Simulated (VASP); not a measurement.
# MoW5 (P4/mmm) in VASP: further runs, part 2 of 2

VASP 6.6.1. Earlier steps stand in the parts before.

### Step 4. Single point, PBE (volume scaled by 1.10, then relaxed in part)

Contents of INCAR:

```
  PREC = Accurate
  ENCUT = 520
  EDIFF = 1E-6
  ISMEAR = 0
  SIGMA = 0.1
  LREAL = False
  LASPH = True
  NELM = 100
  ALGO = Fast
  ISIF = 2
  LWAVE = False
  LCHARG = True
  GGA = PE
  LELF = True
  LVHAR = True
  NBANDS = 51
```

Contents of KPOINTS:

```
Automatic mesh
0
Gamma
  12 12 4
```

Contents of POSCAR:

```
MoW5
1.0
    3.2825238472      0.0000000000      0.0000000000
    0.0000000000      3.2825238472      0.0000000000
    0.0000000000      0.0000000000      9.8495756209
Mo W
1 5
Direct
    0.5000000000      0.5000000000      0.5000000000
    0.0000000000      0.0000000000      0.6666685217
    0.5000000000      0.5000000000      0.8330254844
    0.0000000000      0.0000000000      0.0000000000
    0.5000000000      0.5000000000      0.1669745156
    0.0000000000      0.0000000000      0.3333314783
```

Potentials or basis: VASP PAW PBE potentials, release 64 (Mo_sv, W_sv).

Started as:

```
$ cat potpaw_PBE.64/Mo_sv/POTCAR potpaw_PBE.64/W_sv/POTCAR > POTCAR
$ mpirun -np 1 vasp_std > vasp.out
```

OUTCAR:

```text
PREC = Accurate
   ENCUT = 520
   EDIFF = 1E-6
   ISMEAR = 0
   LREAL = False
   LASPH = True
   NELM = 100
   ISIF = 2
   GGA = PE

 ion  position               nearest neighbor table
   1  0.500  0.500  0.500-   2 2.84   6 2.84   2 2.84   6 2.84   2 2.84   6 2.84   2 2.84   6 2.84
                             5 3.28   3 3.28
   2  0.000  0.000  0.667-   3 2.84   3 2.84   3 2.84   3 2.84   1 2.84   1 2.84   1 2.84   1 2.84
                             4 3.28   6 3.28
   3  0.500  0.500  0.833-   2 2.84   2 2.84   2 2.84   2 2.84   4 2.84   4 2.84   4 2.84   4 2.84
                             1 3.28   5 3.29
   4  0.000  0.000  0.000-   3 2.84   5 2.84   3 2.84   5 2.84   3 2.84   5 2.84   3 2.84   5 2.84
                             2 3.28   6 3.28
   5  0.500  0.500  0.167-   6 2.84   6 2.84   6 2.84   6 2.84   4 2.84   4 2.84   4 2.84   4 2.84
                             1 3.28   3 3.29
   6  0.000  0.000  0.333-   5 2.84   5 2.84   5 2.84   5 2.84   1 2.84   1 2.84   1 2.84   1 2.84
                             4 3.28   2 3.28

  LATTYP: Found a simple tetragonal cell.
 ALAT       =     3.2825238472
 C/A-ratio  =     3.0006105300

  Lattice vectors:

 A1 = (   3.2825238472,   0.0000000000,   0.0000000000)
 A2 = (   0.0000000000,   3.2825238472,   0.0000000000)
 A3 = (   0.0000000000,   0.0000000000,   9.8495756209)

Analysis of symmetry for initial positions (statically):
=====================================================================
 Subroutine PRICEL returns:
 Original cell was already a primitive cell.

 Routine SETGRP: Setting up the symmetry group for a
 simple tetragonal supercell.

 Subroutine GETGRP returns: Found 16 space group operations
 (whereof 16 operations were pure point group operations)
 out of a pool of 16 trial point group operations.

The static configuration has the point symmetry D_4h.

Analysis of symmetry for dynamics (positions and initial velocities):
=====================================================================
 Subroutine PRICEL returns:
 Original cell was already a primitive cell.

 Routine SETGRP: Setting up the symmetry group for a
 simple tetragonal supercell.

 Subroutine GETGRP returns: Found 16 space group operations
 (whereof 16 operations were pure point group operations)
 out of a pool of 16 trial point group operations.

The dynamic configuration has the point symmetry D_4h.

 Subroutine INISYM returns: Found 16 space group operations
 (whereof 16 operations are pure point group operations),
 and found     1 'primitive' translations

----------------------------------------------------------------------------------------

                                     Primitive cell

  volume of cell :     106.1288

  direct lattice vectors                    reciprocal lattice vectors
     3.282523847  0.000000000  0.000000000     0.304643636  0.000000000  0.000000000
     0.000000000  3.282523847  0.000000000     0.000000000  0.304643636  0.000000000
     0.000000000  0.000000000  9.849575621     0.000000000  0.000000000  0.101527217

  length of vectors
     3.282523847  3.282523847  9.849575621     0.304643636  0.304643636  0.101527217

  position of ions in fractional coordinates (direct lattice)
     0.500000000  0.500000000  0.500000000
     0.000000000  0.000000000  0.666668522
     0.500000000  0.500000000  0.833025484
     0.000000000  0.000000000  0.000000000
     0.500000000  0.500000000  0.166974516
     0.000000000  0.000000000  0.333331478

  ion indices of the primitive-cell ions
[... 37 lines left out ...]
  0.083333  0.000000  0.000000      4.000000
  0.166667  0.000000  0.000000      4.000000
  0.250000  0.000000  0.000000      4.000000
  0.333333  0.000000  0.000000      4.000000
  0.416667  0.000000  0.000000      4.000000
[... 16 lines left out ...]
  0.333333  0.333333  0.000000      4.000000
  0.416667  0.333333  0.000000      8.000000
 [... further k-points ...]
   k-points           NKPTS =     84   k-points in BZ     NKDIM =     84   number of bands    NBANDS=     51
   number of dos      NEDOS =    301   number of ions     NIONS =      6
   total plane-waves  NPLWV =  46080
   dimension x,y,z NGX =    24 NGY =   24 NGZ =   80
   dimension x,y,z NGXF=    48 NGYF=   48 NGZF=  160
   ions per type =               1   5
   NGX,Y,Z   is equivalent  to a cutoff of  12.15, 12.15, 13.50 a.u.
   NGXF,Y,Z  is equivalent  to a cutoff of  24.31, 24.31, 27.01 a.u.
 SYSTEM =  unknown system
   PREC   = accura    normal or accurate (medium, high low for compatibility)
   ISTART =      0    job   : 0-new  1-cont  2-samecut
   ICHARG =      2    charge: 1-file 2-atom 10-const
   ISPIN  =      1    spin polarized calculation?
   LNONCOLLINEAR =      F non collinear calculations
   LSORBIT =      F    spin-orbit coupling
   LASPH  =      T    aspherical Exc in radial PAW
   ENCUT  =  520.0 eV  38.22 Ry    6.18 a.u.   6.10  6.10 18.31*2*pi/ulx,y,z
   NELM   =    100;   NELMIN=  2; NELMDL= -5     # of ELM steps
   EDIFF  = 0.1E-05   stopping-criterion for ELM
   LREAL  =      F    real-space projection
   EDIFFG = 0.1E-04   stopping-criterion for IOM
   NSW    =      0    number of steps for IOM
   IBRION =     -1    ionic relax: 0-MD 1-quasi-New 2-CG
   NFREE  =      0    steps in history (QN), initial steepest desc. (CG)
   ISIF   =      2    stress and relaxation
   ISYM   =      2    0-nonsym 1-usesym 2-fastsym
   POTIM  = 0.5000    time-step for ionic-motion
   TEBEG  =    0.0;   TEEND  =   0.0 temperature during run
   PSTRESS=    0.0 pullay stress
   NELECT =      84.0000    total number of electrons
   NUPDOWN=      -1.0000    fix difference up-down
   EMIN   =  10.00;   EMAX   =-10.00  energy-range for DOS
   EFERMI =   0.00;   METHOD = LEGACY
   ISMEAR =     0;   SIGMA  =   0.10  broadening in eV -4-tet -1-fermi 0-gaus
   EFERMI_NEDOS =   21; number of points for ismear=-14 and -15
   IALGO  =     68    algorithm
   IMIX   =      4    mixing-type and parameters
     AMIX     =   0.40;   BMIX     =  1.00
     AMIX_MAG =   1.60;   BMIX_MAG =  1.00
  volume/ion in A,a.u.               =      17.69       119.37
  Fermi-wavevector in a.u.,A,eV,Ry     =   1.514340  2.861688 31.201243  2.293227
  Thomas-Fermi vector in A             =   2.624011
   LORBIT       =      0    0 simple, 1 ext, 2 COOP (PROOUT), +10 PAW based schemes
   GGA     = PE    functional components
   LHFCALC =     F    Hartree Fock is set to
   AEXX    =    0.0000 exact exchange contribution
   IVDW    =     0    specifies the selected vdW correction
   LEPSILON=     F    determine dielectric tensor
   LRPA    =     F    only Hartree local field effects (RPA)
 non-spin polarized calculation
 RMM-DIIS sequential band-by-band and
 Gauss-broadening in eV      SIGMA  =   0.10
  energy-cutoff  :      520.00
  volume of cell :      106.13
 maximum number of plane-waves:      2920
   NGX = 13   NGY = 13   NGZ = 37

 number of electron      84.0000017 magnetization

 Free energy of the ion-electron system (eV)
  ---------------------------------------------------
  ext. energy  EPLUGINS =         0.00000000
  ---------------------------------------------------
  free energy    TOTEN  =       -75.00238102 eV

  energy without entropy =      -74.99146940  energy(sigma->0) =      -74.99692521

 E-fermi :  10.0464     XC(G=0): -12.9786

 val. band max:       10.0444808329   @ k =   0.0000   0.0000   0.0000
 cond. band min:      10.0480360201   @ k =   0.5000   0.0000   0.2500
 fundamental gap:      0.0035551872
 Fermi energy:        10.0464170807

 k-point     1 :       0.0000    0.0000    0.0000
  band No.  band energies     occupation
      1     -64.2964      2.00000
      2     -64.2861      2.00000
      3     -64.2451      2.00000
      4     -64.1863      2.00000
      5     -64.1544      2.00000
      6     -51.0910      2.00000
[... 1285 lines left out ...]
     50      12.6489      0.00000
     51      12.6888      0.00000

 [... further k-points ...]
[... 5 lines left out ...]
  --------------------------------------------------------------------------------------
  -------------------------------------------------------------------------------------
  Total      -15.1263283    -15.1263283    -15.1401206      0.0000000     -0.0000000      0.0000000
  in kB     -228.3551474   -228.3551474   -228.5633639      0.0000000     -0.0000000      0.0000000
  external PRESSURE =    -228.4245529 kB  Pullay stress =       0.0000000 kB

 VOLUME and BASIS-vectors are now :
 -----------------------------------------------------------------------------
  energy-cutoff  :      520.00
  volume of cell :      106.13
      direct lattice vectors                 reciprocal lattice vectors
     3.282523847  0.000000000  0.000000000     0.304643636  0.000000000  0.000000000
     0.000000000  3.282523847  0.000000000     0.000000000  0.304643636  0.000000000
     0.000000000  0.000000000  9.849575621     0.000000000  0.000000000  0.101527217

 POSITION                                       TOTAL-FORCE (eV/Angst)
 -----------------------------------------------------------------------------------
      1.64126      1.64126      4.92479         0.000000      0.000000      0.000000
      0.00000      0.00000      6.56640         0.000000      0.000000     -0.001886
      1.64126      1.64126      8.20495         0.000000      0.000000      0.000691
      0.00000      0.00000      0.00000         0.000000      0.000000      0.000000
      1.64126      1.64126      1.64463        -0.000000     -0.000000     -0.000691
      0.00000      0.00000      3.28317        -0.000000      0.000000      0.001886
 -----------------------------------------------------------------------------------
    total drift:                                0.000000     -0.000000      0.000000

  FREE ENERGIE OF THE ION-ELECTRON SYSTEM (eV)
  ---------------------------------------------------
  free  energy   TOTEN  =       -75.0023810192 eV

  energy  without entropy=      -74.9914693969  energy(sigma->0) =      -74.99692521
```

It took 12 min on 1 thread of Intel Xeon Platinum 8488C (Sapphire Rapids), shared host; peak memory 0.45 GiB.

Results:

```
Free energy            : -75.0024 eV
Pressure               : -22.8 GPa
Band gap on the k mesh : zero (band 42 reaches 10.58 eV, above the bottom of band 43 at 9.62 eV)
```

Levels at points of the mesh, in eV from the Fermi level:
| k point | band 40 | band 41 | band 42 | band 43 | band 44 | band 45 |
| --- | --- | --- | --- | --- | --- | --- |
| (0.00, 0.00, 0.00) | -0.99 | -0.57 | -0.48 | -0.10 | 0.00 | 0.67 |
| (0.50, 0.00, 0.00) | -0.86 | -0.53 | -0.52 | -0.43 | -0.42 | 1.02 |
| (0.50, 0.50, 0.00) | -1.62 | 0.53 | 0.53 | 1.63 | 1.79 | 1.98 |
| (0.00, 0.00, 0.50) | -0.78 | -0.52 | -0.52 | -0.43 | -0.43 | 1.03 |
| (0.50, 0.00, 0.50) | -1.54 | 0.19 | 0.27 | 0.35 | 0.37 | 0.55 |
| (0.50, 0.50, 0.50) | -0.46 | -0.22 | -0.22 | 1.68 | 1.96 | 1.98 |

Caveat: spin-orbit coupling is left out, which moves the levels of the heavy elements.

### Step 5. Summary

| cell | gap on the mesh (eV) | pressure (GPa) |
| --- | --- | --- |
| a = 3.211, b = 3.211, c = 9.636 Å, 6 atoms | none | -7.8 |
| a = 3.242, b = 3.242, c = 9.729 Å, 6 atoms | none | -15.0 |
| a = 3.283, b = 3.283, c = 9.850 Å, 6 atoms | none | -22.8 |

Alike in all rows: task single point; level PBE; potentials or basis VASP PAW PBE potentials, release 64 (Mo_sv, W_sv); no spin polarisation; k mesh 12 × 12 × 4; cutoff (eV) 520; smearing gaussian 0.1 eV.

Caveats: spin-orbit coupling is left out, which moves the levels of the heavy elements.

Absolute energies hang on the potentials; compare differences alone.
